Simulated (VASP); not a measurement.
# Sn2Pt (Fm-3m) in VASP: vibrations by perturbation theory with LDA

Aim: the vibrations by perturbation theory of Sn2Pt with LDA.

All numbers are computed with VASP 6.6.1; they aren't measurements. Logs are shortened: lines on timing, memory, paths and dates and some standing lists are left out, and cuts for length are marked.

## (1) The cell of the first run

Symmetry: Fm-3m, No. 225, cubic system. The conventional cell has a = 6.365 Å, b = 6.365 Å, c = 6.365 Å, α = 90.00°, β = 90.00°, γ = 90.00°. Sn (site symmetry -43m) has 4 Pt at 2.76 Å and 6 Sn at 3.18 Å within 3.6 Å. Within 3.6 Å of Pt (site symmetry m-3m) lie 8 Sn at 2.76 Å.

## (2) Vibrations by perturbation theory, LDA (21.49 Å³/atom)

INCAR

```
SYSTEM = Sn2Pt
ALGO     = Normal         ! electronic algorithm
EDIFF    = 1E-8           ! SCF threshold, eV
ENCUT    = 500            ! plane-wave cutoff, eV
GGA      = CA             ! functional
GGA_COMPAT= .FALSE.      
IBRION   = 8              ! ionic algorithm
ISIF     = 2              ! what is computed and relaxed
ISMEAR   = -1             ! smearing method
LASPH    = .TRUE.         ! aspherical terms in the spheres
LCHARG   = .FALSE.        ! write CHGCAR
LREAL    = .FALSE.        ! projectors in reciprocal space
LWAVE    = .FALSE.        ! write WAVECAR
NELM     = 120            ! most SCF steps
NSW      = 1              ! ionic steps
PREC     = Accurate       ! precision mode
SIGMA    = 0.15           ! smearing width, eV
```

KPOINTS

```
k-points
0
G
  12 12 12
  0 0 0
```

POSCAR

```
Sn2Pt
1.0
    0.0000000000      3.1825755991      3.1825755991
    3.1825755991      0.0000000000      3.1825755991
    3.1825755991      3.1825755991      0.0000000000
Sn Pt
2 1
Direct
    0.2500000000      0.2500000000      0.2500000000
    0.7500000000      0.7500000000      0.7500000000
    0.0000000000      0.0000000000      0.0000000000
```

Potentials or basis: VASP PAW LDA potentials, release 64 (Sn_d, Pt).

Command:

```console
$ cat potpaw_LDA.64/Sn_d/POTCAR potpaw_LDA.64/Pt/POTCAR > POTCAR
$ mpirun -np 1 vasp_std > vasp.out
```

OUTCAR:

```text
SYSTEM = Sn2Pt
   EDIFF = 1E-8
   ENCUT = 500
   GGA = CA
   IBRION = 8
   ISIF = 2
   ISMEAR = -1
   LASPH = .TRUE.
   LREAL = .FALSE.
   NELM = 120
   NSW = 1
   PREC = Accurate

 ion  position               nearest neighbor table
   1  0.250  0.250  0.250-   3 2.76   3 2.76   3 2.76   3 2.76   2 3.18   2 3.18   2 3.18   2 3.18
                             2 3.18   2 3.18
   2  0.750  0.750  0.750-   3 2.76   3 2.76   3 2.76   3 2.76   1 3.18   1 3.18   1 3.18   1 3.18
                             1 3.18   1 3.18
   3  0.000  0.000  0.000-   2 2.76   1 2.76   2 2.76   1 2.76   2 2.76   2 2.76   1 2.76   1 2.76

  LATTYP: Found a face centered cubic cell.
 ALAT       =     6.3651511982

  Lattice vectors:

 A1 = (   0.0000000000,   3.1825755991,   3.1825755991)
 A2 = (   3.1825755991,   0.0000000000,   3.1825755991)
 A3 = (   3.1825755991,   3.1825755991,   0.0000000000)

Analysis of symmetry for initial positions (statically):
=====================================================================
 Subroutine PRICEL returns:
 Original cell was already a primitive cell.

 Routine SETGRP: Setting up the symmetry group for a
 face centered cubic supercell.

 Subroutine GETGRP returns: Found 48 space group operations
 (whereof 48 operations were pure point group operations)
 out of a pool of 48 trial point group operations.

The static configuration has the point symmetry O_h .

Analysis of symmetry for dynamics (positions and initial velocities):
=====================================================================
 Subroutine PRICEL returns:
 Original cell was already a primitive cell.

 Routine SETGRP: Setting up the symmetry group for a
 face centered cubic supercell.

 Subroutine GETGRP returns: Found 48 space group operations
 (whereof 48 operations were pure point group operations)
 out of a pool of 48 trial point group operations.

The dynamic configuration has the point symmetry O_h .

 Subroutine INISYM returns: Found 48 space group operations
 (whereof 48 operations are pure point group operations),
 and found     1 'primitive' translations

----------------------------------------------------------------------------------------

                                     Primitive cell

  volume of cell :      64.4713

  direct lattice vectors                    reciprocal lattice vectors
     0.000000000  3.182575599  3.182575599    -0.157105459  0.157105459  0.157105459
     3.182575599  0.000000000  3.182575599     0.157105459 -0.157105459  0.157105459
     3.182575599  3.182575599  0.000000000     0.157105459  0.157105459 -0.157105459

  length of vectors
     4.500841576  4.500841576  4.500841576     0.272114637  0.272114637  0.272114637

  position of ions in fractional coordinates (direct lattice)
     0.250000000  0.250000000  0.250000000
     0.750000000  0.750000000  0.750000000
     0.000000000  0.000000000  0.000000000

  ion indices of the primitive-cell ions
   primitive index   ion index
                 1           1
                 2           2
                 3           3

----------------------------------------------------------------------------------------

 KPOINTS: k-points

Automatic generation of k-mesh.
 Grid dimensions read from file:
 generate k-points for:   12   12   12

 Generating k-lattice:

  Cartesian coordinates                     Fractional coordinates (reciprocal lattice)
    -0.013092122  0.013092122  0.013092122     0.083333333  0.000000000  0.000000000
     0.013092122 -0.013092122  0.013092122     0.000000000  0.083333333  0.000000000
     0.013092122  0.013092122 -0.013092122     0.000000000  0.000000000  0.083333333

  Length of vectors
     0.022676220  0.022676220  0.022676220

  Shift w.r.t. Gamma in fractional coordinates (k-lattice)
     0.000000000  0.000000000  0.000000000

 Subroutine IBZKPT returns following result:
 ===========================================

 Found     72 irreducible k-points:

 Following reciprocal coordinates:
            Coordinates               Weight
  0.000000  0.000000  0.000000      1.000000
  0.083333  0.000000  0.000000      8.000000
[... 40 lines left out ...]
   NELM   =    120;   NELMIN=  2; NELMDL= -5     # of ELM steps
   EDIFF  = 0.1E-07   stopping-criterion for ELM
   LREAL  =      F    real-space projection
   EDIFFG = 0.1E-06   stopping-criterion for IOM
   NSW    =      1    number of steps for IOM
   IBRION =      8    ionic relax: 0-MD 1-quasi-New 2-CG
   NFREE  =      0    steps in history (QN), initial steepest desc. (CG)
   ISIF   =      2    stress and relaxation
   ISYM   =      2    0-nonsym 1-usesym 2-fastsym
   POTIM  = 0.5000    time-step for ionic-motion
   TEBEG  =    0.0;   TEEND  =   0.0 temperature during run
   PSTRESS=    0.0 pullay stress
   NELECT =      38.0000    total number of electrons
   NUPDOWN=      -1.0000    fix difference up-down
   EMIN   =  10.00;   EMAX   =-10.00  energy-range for DOS
   EFERMI =   0.00;   METHOD = LEGACY
   ISMEAR =    -1;   SIGMA  =   0.15  broadening in eV -4-tet -1-fermi 0-gaus
   EFERMI_NEDOS =   21; number of points for ismear=-14 and -15
   IALGO  =     38    algorithm
   IMIX   =      4    mixing-type and parameters
     AMIX     =   0.40;   BMIX     =  1.00
     AMIX_MAG =   1.60;   BMIX_MAG =  1.00
  volume/ion in A,a.u.               =      21.49       145.02
  Fermi-wavevector in a.u.,A,eV,Ry     =   1.372610  2.593858 25.634185  1.884059
  Thomas-Fermi vector in A             =   2.498202
   LORBIT       =      0    0 simple, 1 ext, 2 COOP (PROOUT), +10 PAW based schemes
   GGA     = CA    functional components
   LHFCALC =     F    Hartree Fock is set to
   AEXX    =    0.0000 exact exchange contribution
   IVDW    =     0    specifies the selected vdW correction
   LEPSILON=     F    determine dielectric tensor
   LRPA    =     F    only Hartree local field effects (RPA)
 non-spin polarized calculation
  energy-cutoff  :      500.00
  volume of cell :       64.47
 maximum number of plane-waves:      1660
 NGX is ok and might be reduce to    36
   NGX = 17   NGY = 17   NGZ = 17

--------------------------------------- Ionic step        1  -------------------------------------------

 number of electron      38.0000004 magnetization

 Free energy of the ion-electron system (eV)
  ---------------------------------------------------
  ext. energy  EPLUGINS =         0.00000000
  ---------------------------------------------------
  free energy    TOTEN  =       -17.91109184 eV

  energy without entropy =      -17.82990023  energy(sigma->0) =      -17.87049603

 E-fermi :   9.7890     XC(G=0): -11.5138

 val. band max:        9.7811950432   @ k =   0.5000   0.3333   0.0000
 cond. band min:       9.7982648889   @ k =   0.3333   0.1667   0.0000
 fundamental gap:      0.0170698457
 Fermi energy:         9.7889546505

 k-point     1 :       0.0000    0.0000    0.0000
  band No.  band energies     occupation
      1     -12.1041      2.00000
      2     -12.1041      2.00000
      3     -11.9913      2.00000
      4     -11.9913      2.00000
      5     -11.9913      2.00000
      6     -11.8302      2.00000
[... 613 lines left out ...]
     22      13.2698      0.00000
     23      14.2244      0.00000

 [... further k-points ...]
[... 5 lines left out ...]
  --------------------------------------------------------------------------------------
  -------------------------------------------------------------------------------------
  Total        1.0839699      1.0839699      1.0839699      0.0000000      0.0000000      0.0000000
  in kB       26.9377693     26.9377693     26.9377693      0.0000000      0.0000000      0.0000000
  external PRESSURE =      26.9377693 kB  Pullay stress =       0.0000000 kB

 VOLUME and BASIS-vectors are now :
 -----------------------------------------------------------------------------
  energy-cutoff  :      500.00
  volume of cell :       64.47
      direct lattice vectors                 reciprocal lattice vectors
     0.000000000  3.182575599  3.182575599    -0.157105459  0.157105459  0.157105459
     3.182575599  0.000000000  3.182575599     0.157105459 -0.157105459  0.157105459
     3.182575599  3.182575599  0.000000000     0.157105459  0.157105459 -0.157105459

 POSITION                                       TOTAL-FORCE (eV/Angst)
 -----------------------------------------------------------------------------------
      1.59129      1.59129      1.59129        -0.000000     -0.000000     -0.000000
      4.77386      4.77386      4.77386         0.000000      0.000000      0.000000
      0.00000      0.00000      0.00000        -0.000000      0.000000     -0.000000
 -----------------------------------------------------------------------------------
    total drift:                                0.000000      0.000000      0.000000

  FREE ENERGIE OF THE ION-ELECTRON SYSTEM (eV)
  ---------------------------------------------------
  free  energy   TOTEN  =       -17.9110918359 eV

  energy  without entropy=      -17.8299002340  energy(sigma->0) =      -17.87049603

[... ionic steps 2 to 9 ...]

--------------------------------------- Ionic step       10  -------------------------------------------

 Free energy of the ion-electron system (eV)
  ---------------------------------------------------
  ---------------------------------------------------
  free energy    TOTEN  =        -0.25925705 eV

  energy without entropy =       -0.25925705

------------------------ aborting loop because EDIFF is reached ----------------------------------------

 INTERNAL STRAIN TENSOR  FOR ION    3  DIRECTION 1   (eV/Angst):
 -----------------------------------------------------------------------------
     0.01417  0.00000 -0.00000
    -0.00000  0.00297 -0.00000
    -0.00000 -0.00000  0.00297

 INTERNAL STRAIN TENSOR FOR ION    3 for displacements in x,y,z  (eV/Angst):
          X           Y           Z          XY          YZ          ZX
  --------------------------------------------------------------------------------
  x     0.00000     0.00000     0.00000     0.00000     0.00000     0.00000
  y     0.00000     0.00000     0.00000     0.00000     0.00000     0.00000
  z     0.00000     0.00000     0.00000     0.00000     0.00000     0.00000

 SECOND DERIVATIVES (NOT SYMMETRIZED)
 ------------------------------------
               1X          1Y          1Z          2X          2Y          2Z          3X          3Y          3Z
  1X    -7.039519    0.000000    0.000000    3.091311    0.000000    0.000000    3.948208    0.000000    0.000000
  1Y     0.000000   -7.039519    0.000000    0.000000    3.091311    0.000000    0.000000    3.948208    0.000000
  1Z     0.000000    0.000000   -7.039519    0.000000    0.000000    3.091311    0.000000    0.000000    3.948208
  2X     3.091311    0.000000    0.000000   -7.039519    0.000000    0.000000    3.948208    0.000000    0.000000
  2Y     0.000000    3.091311    0.000000    0.000000   -7.039519    0.000000    0.000000    3.948208    0.000000
  2Z     0.000000    0.000000    3.091311    0.000000    0.000000   -7.039519    0.000000    0.000000    3.948208
  3X     3.949909    0.000000    0.000000    3.949909    0.000000    0.000000   -7.899819    0.000000    0.000000
  3Y     0.000000    3.949909    0.000000    0.000000    3.949909    0.000000    0.000000   -7.899819    0.000000
  3Z     0.000000    0.000000    3.949909    0.000000    0.000000    3.949909    0.000000    0.000000   -7.899819

 Eigenvectors and eigenvalues of the dynamical matrix
 ----------------------------------------------------

   1 f  =    4.566985 THz    28.695214 2PiTHz  152.338225 cm-1    18.887524 meV
             X         Y         Z           dx          dy          dz
      1.591288  1.591288  1.591288    -0.681875    0.096774    0.160254
      4.773863  4.773863  4.773863     0.681875   -0.096774   -0.160254
      0.000000  0.000000  0.000000     0.000000    0.000000    0.000000
[... 43 lines left out ...]
   9 f/i=    0.000455 THz     0.002860 2PiTHz    0.015181 cm-1     0.001882 meV
             X         Y         Z           dx          dy          dz
      1.591288  1.591288  1.591288     0.000000    0.176916    0.493181
      4.773863  4.773863  4.773863     0.000000    0.176916    0.493181
      0.000000  0.000000  0.000000    -0.000000    0.226745    0.632086

--------------------------------------------------------------------------------------------------------

 ELASTIC MODULI CONTR FROM IONIC RELAXATION (kBar)
 Direction    XX          YY          ZZ          XY          YZ          ZX
 --------------------------------------------------------------------------------
 XX          -0.0000     -0.0000     -0.0000      0.0000      0.0000     -0.0000
 YY          -0.0000     -0.0000     -0.0000      0.0000      0.0000      0.0000
 ZZ          -0.0000     -0.0000     -0.0000      0.0000      0.0000     -0.0000
 XY           0.0000      0.0000      0.0000   -247.8981     -0.0000     -0.0000
 YZ           0.0000      0.0000      0.0000      0.0000   -247.8981      0.0000
 ZX          -0.0000      0.0000     -0.0000     -0.0000      0.0000   -247.8981
 --------------------------------------------------------------------------------
```

It took 40 min on 1 thread of Oxide Virtual Turin-like, shared host; peak memory 0.81 GiB.

What came out:

```
Highest phonon frequency at Γ : 152 cm⁻¹
```

Phonon frequencies in cm⁻¹ (negative: imaginary):
```
              q point                    frequencies
(0.000, 0.000, 0.000)  0 0 0 142 142 142 152 152 152
```

Caveat: the cell stands under pressure or tension, which shifts response properties; spin-orbit coupling is left out, which moves the levels of the heavy elements.
